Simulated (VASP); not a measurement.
# W (Fm-3m) in VASP: single point with PBEsol

Aim: the single point of W with PBEsol.

Everything below comes from runs of VASP 6.6.1. Logs are shortened: lines on timing, memory, paths and dates and some standing lists are left out, and cuts for length are marked.

**1. The cell of the first run**

Symmetry: Fm-3m, No. 225, cubic system. Conventional cell: a = 3.998 Å, b = 3.998 Å, c = 3.998 Å, α = 90.00°, β = 90.00°, γ = 90.00°. W (site symmetry m-3m) has 12 W at 2.83 Å within 3.7 Å.

This isn't the form of W at room conditions, which is bcc.

**2. Single point, PBEsol**

INCAR

```
SYSTEM = W
PREC = Accurate ; ENCUT = 520
EDIFF = 1E-6 ; ISMEAR = 0
SIGMA = 0.1 ; LREAL = .False.
LASPH = .True. ; NELM = 100
ALGO = Normal ; ISIF = 2
LWAVE = .False. ; LCHARG = .False.
GGA = PS ; ISYM = 0
NBANDS = 13
```

KPOINTS

```
regular mesh
0
Gamma
  12 12 15
  0 0 0
```

POSCAR

```
W
1.0
    2.8270069242      0.0000000000      0.0000000000
   -1.4135034621      2.4482598130      0.0000000000
    1.4135034621      0.8160866043      2.3082414879
W
1
Direct
    0.0000000000      0.0000000000      0.0000000000
```

Potentials or basis: VASP PAW PBE potentials, release 64 (W_sv).

Run with:

```
cat potpaw_PBE.64/W_sv/POTCAR > POTCAR
mpirun -np 1 vasp_std > vasp.out
```

OUTCAR:

```text
SYSTEM = W
   PREC = Accurate
   ENCUT = 520
   EDIFF = 1E-6
   ISMEAR = 0
   LREAL = .False.
   LASPH = .True.
   NELM = 100
   ISIF = 2
   GGA = PS
   ISYM = 0

 ion  position               nearest neighbor table
   1  0.000  0.000  0.000-

IMPORTANT INFORMATION: All symmetrisations will be switched off!
NOSYMM: (Re-)initialisation of all symmetry stuff for point group C_1.

----------------------------------------------------------------------------------------

                                     Primitive cell

  volume of cell :      15.9759

  direct lattice vectors                    reciprocal lattice vectors
     2.827006924  0.000000000  0.000000000     0.353731005  0.204226691 -0.288820156
    -1.413503462  2.448259813  0.000000000     0.000000000  0.408453382 -0.144410078
     1.413503462  0.816086604  2.308241488     0.000000000  0.000000000  0.433230234

  length of vectors
     2.827006924  2.827006924  2.827006924     0.500251184  0.433230234  0.433230234

  position of ions in fractional coordinates (direct lattice)
     0.000000000  0.000000000  0.000000000

  ion indices of the primitive-cell ions
   primitive index   ion index
                 1           1

----------------------------------------------------------------------------------------

 KPOINTS: regular mesh

Automatic generation of k-mesh.
 Grid dimensions read from file:
 generate k-points for:   12   12   15

 Generating k-lattice:

  Cartesian coordinates                     Fractional coordinates (reciprocal lattice)
     0.029477584  0.017018891 -0.024068346     0.083333333 -0.000000000  0.000000000
     0.000000000  0.034037782 -0.012034173     0.000000000  0.083333333  0.000000000
     0.000000000  0.000000000  0.028882016     0.000000000  0.000000000  0.066666667

  Length of vectors
     0.041687599  0.036102520  0.028882016

  Shift w.r.t. Gamma in fractional coordinates (k-lattice)
     0.000000000  0.000000000  0.000000000

 -----------------------------------------------------------------------------
|                                                                             |
|           W    W    AA    RRRRR   N    N  II  N    N   GGGG   !!!           |
|           W    W   A  A   R    R  NN   N  II  NN   N  G    G  !!!           |
|           W    W  A    A  R    R  N N  N  II  N N  N  G       !!!           |
|           W WW W  AAAAAA  RRRRR   N  N N  II  N  N N  G  GGG   !            |
|           WW  WW  A    A  R   R   N   NN  II  N   NN  G    G                |
|           W    W  A    A  R    R  N    N  II  N    N   GGGG   !!!           |
|                                                                             |
|     Your reciprocal lattice and k-lattice belong to different lattice       |
|     classes:                                                                |
|                                                                             |
|        The reciprocal lattice is body-centered cubic,                       |
|        whereas your k-lattice is base-centered monoclinic.                  |
|                                                                             |
|     Results are often still useful ...                                      |
|                                                                             |
 -----------------------------------------------------------------------------

 WARNING: IBZKPT: internal override: KBLOWUP is changed to .FALSE.
      ... skipping the blow-up phase ...

 Subroutine IBZKPT returns following result:
 ===========================================

 Found   1082 irreducible k-points:

 Following reciprocal coordinates:
            Coordinates               Weight
  0.000000  0.000000  0.000000      1.000000
  0.083333  0.000000  0.000000      2.000000
  0.166667  0.000000  0.000000      2.000000
  0.250000  0.000000  0.000000      2.000000
  0.333333  0.000000  0.000000      2.000000
  0.416667  0.000000  0.000000      2.000000
[... 16 lines left out ...]
  0.250000  0.166667  0.000000      2.000000
  0.333333  0.166667  0.000000      2.000000
 [... further k-points ...]
   k-points           NKPTS =   1082   k-points in BZ     NKDIM =   1082   number of bands    NBANDS=     13
   number of dos      NEDOS =    301   number of ions     NIONS =      1
   total plane-waves  NPLWV =  13824
   dimension x,y,z NGX =    24 NGY =   24 NGZ =   24
   dimension x,y,z NGXF=    48 NGYF=   48 NGZF=   48
   ions per type =               1
   NGX,Y,Z   is equivalent  to a cutoff of  14.11, 14.11, 14.11 a.u.
   NGXF,Y,Z  is equivalent  to a cutoff of  28.23, 28.23, 28.23 a.u.
 SYSTEM =  W
   PREC   = accura    normal or accurate (medium, high low for compatibility)
   ISTART =      0    job   : 0-new  1-cont  2-samecut
   ICHARG =      2    charge: 1-file 2-atom 10-const
   ISPIN  =      1    spin polarized calculation?
   LNONCOLLINEAR =      F non collinear calculations
   LSORBIT =      F    spin-orbit coupling
   LASPH  =      T    aspherical Exc in radial PAW
   ENCUT  =  520.0 eV  38.22 Ry    6.18 a.u.   5.26  5.26  5.26*2*pi/ulx,y,z
   NELM   =    100;   NELMIN=  2; NELMDL= -5     # of ELM steps
   EDIFF  = 0.1E-05   stopping-criterion for ELM
   LREAL  =      F    real-space projection
   EDIFFG = 0.1E-04   stopping-criterion for IOM
   NSW    =      0    number of steps for IOM
   IBRION =     -1    ionic relax: 0-MD 1-quasi-New 2-CG
   NFREE  =      0    steps in history (QN), initial steepest desc. (CG)
   ISIF   =      2    stress and relaxation
   ISYM   =      0    0-nonsym 1-usesym 2-fastsym
   POTIM  = 0.5000    time-step for ionic-motion
   TEBEG  =    0.0;   TEEND  =   0.0 temperature during run
   PSTRESS=    0.0 pullay stress
   NELECT =      14.0000    total number of electrons
   NUPDOWN=      -1.0000    fix difference up-down
   EMIN   =  10.00;   EMAX   =-10.00  energy-range for DOS
   EFERMI =   0.00;   METHOD = LEGACY
   ISMEAR =     0;   SIGMA  =   0.10  broadening in eV -4-tet -1-fermi 0-gaus
   EFERMI_NEDOS =   21; number of points for ismear=-14 and -15
   IALGO  =     38    algorithm
   IMIX   =      4    mixing-type and parameters
     AMIX     =   0.40;   BMIX     =  1.00
     AMIX_MAG =   1.60;   BMIX_MAG =  1.00
  volume/ion in A,a.u.               =      15.98       107.81
  Fermi-wavevector in a.u.,A,eV,Ry     =   1.566615  2.960473 33.392545  2.454283
  Thomas-Fermi vector in A             =   2.668917
   LORBIT       =      0    0 simple, 1 ext, 2 COOP (PROOUT), +10 PAW based schemes
   GGA     = PS    functional components
   LHFCALC =     F    Hartree Fock is set to
   AEXX    =    0.0000 exact exchange contribution
   IVDW    =     0    specifies the selected vdW correction
   LEPSILON=     F    determine dielectric tensor
   LRPA    =     F    only Hartree local field effects (RPA)
 non-spin polarized calculation
 Gauss-broadening in eV      SIGMA  =   0.10
  energy-cutoff  :      520.00
  volume of cell :       15.98
 maximum number of plane-waves:       444
 NGX is ok and might be reduce to    24
   NGX = 11   NGY = 11   NGZ = 11

 number of electron      14.0000000 magnetization

 Free energy of the ion-electron system (eV)
  ---------------------------------------------------
  ext. energy  EPLUGINS =         0.00000000
  ---------------------------------------------------
  free energy    TOTEN  =       -13.31385865 eV

  energy without entropy =      -13.30759862  energy(sigma->0) =      -13.31072864

 E-fermi :  10.6922     XC(G=0): -13.7058

 val. band max:       10.6895685428   @ k =   0.1667   0.0833   0.0667
 cond. band min:      10.6992153507   @ k =   0.1667   0.5000   0.0667
 fundamental gap:      0.0096468080
 Fermi energy:        10.6921781239

 k-point     1 :       0.0000    0.0000    0.0000
  band No.  band energies     occupation
      1     -62.8805      2.00000
      2     -26.4736      2.00000
      3     -26.4731      2.00000
      4     -26.4681      2.00000
      5       1.5432      2.00000
      6      10.0968      2.00000
      7      10.0969      2.00000
      8      10.0991      2.00000
      9      13.3374      0.00000
     10      13.3380      0.00000
     11      23.5494      0.00000
     12      28.8607      0.00000
     13      28.8661      0.00000

 k-point     2 :       0.0833    0.0000    0.0000
  band No.  band energies     occupation
      1     -62.8698      2.00000
      2     -26.5600      2.00000
      3     -26.5050      2.00000
      4     -26.5012      2.00000
      5       1.9617      2.00000
      6       9.6850      2.00000
      7      10.3507      2.00000
      8      10.3522      2.00000
      9      12.8220      0.00000
     10      13.4791      0.00000
     11      24.3925      0.00000
     12      28.1306      0.00000
     13      29.1633      0.00000

 k-point     3 :       0.1667    0.0000    0.0000
  band No.  band energies     occupation
      1     -62.8407      2.00000
      2     -26.7942      2.00000
      3     -26.5901      2.00000
      4     -26.5864      2.00000
      5       3.1107      2.00000
      6       8.7222      2.00000
      7      11.1026      0.00000
      8      11.1041      0.00000
      9      11.6039      0.00000
     10      13.8828      0.00000
     11      26.6249      0.00000
     12      27.7489      0.00000
     13      29.7883      0.00000
[... 305 lines left out ...]
 k-point    23 :       0.2500    0.1667    0.0000
  band No.  band energies     occupation
      1     -62.7557      2.00000
      2     -27.4323      2.00000
      3     -26.8657      2.00000
      4     -26.7838      2.00000
      5       5.8478      2.00000
      6       7.3342      2.00000
      7       9.7929      2.00000
      8      12.5138      0.00000
      9      15.4574      0.00000
     10      15.9185      0.00000
     11      23.7271      0.00000
     12      27.6188      0.00000
     13      27.8471      0.00000

 k-point    24 :       0.3333    0.1667    0.0000
  band No.  band energies     occupation
      1     -62.7302      2.00000
      2     -27.5315      2.00000
      3     -27.0135      2.00000
      4     -26.8551      2.00000
      5       5.7586      2.00000
      6       6.8090      2.00000
      7      10.9955      0.00002
      8      13.7109      0.00000
      9      16.2929      0.00000
     10      17.8630      0.00000
     11      21.1772      0.00000
     12      25.6789      0.00000
     13      26.7470      0.00000

 [... further k-points ...]

------------------------ aborting loop because EDIFF is reached ----------------------------------------

  FORCE on cell =-STRESS in cart. coord.  units (eV):
  Direction    XX          YY          ZZ          XY          YZ          ZX
  --------------------------------------------------------------------------------------
  -------------------------------------------------------------------------------------
  Total        0.0242113     -0.0011750      0.0633563      0.0219834     -0.0056793     -0.0098366
  in kB        2.4280854     -0.1178344      6.3538154      2.2046460     -0.5695625     -0.9864815
  external PRESSURE =       2.8880222 kB  Pullay stress =       0.0000000 kB

 VOLUME and BASIS-vectors are now :
 -----------------------------------------------------------------------------
  energy-cutoff  :      520.00
  volume of cell :       15.98
      direct lattice vectors                 reciprocal lattice vectors
     2.827006924  0.000000000  0.000000000     0.353731005  0.204226691 -0.288820156
    -1.413503462  2.448259813  0.000000000     0.000000000  0.408453382 -0.144410078
     1.413503462  0.816086604  2.308241488     0.000000000  0.000000000  0.433230234

 POSITION                                       TOTAL-FORCE (eV/Angst)
 -----------------------------------------------------------------------------------
      0.00000      0.00000      0.00000         0.000000     -0.000000      0.000000
 -----------------------------------------------------------------------------------
    total drift:                                0.000000     -0.000000      0.000000

  FREE ENERGIE OF THE ION-ELECTRON SYSTEM (eV)
  ---------------------------------------------------
  free  energy   TOTEN  =       -13.3138586525 eV

  energy  without entropy=      -13.3075986198  energy(sigma->0) =      -13.31072864
```

Wall time 1.8 min (1 thread of AMD EPYC 9R45 (Zen 5), shared host); peak memory 0.28 GiB.

What came out:

```
Free energy            : -13.3139 eV
Pressure               : 0.3 GPa
Band gap on the k mesh : zero (bands 7 and 8 overlap by 3.81 eV)
```

Caveat: the PAW data sets were made with another functional, which shifts forces and pressure a little; spin-orbit coupling is left out, which moves the levels of the heavy elements.
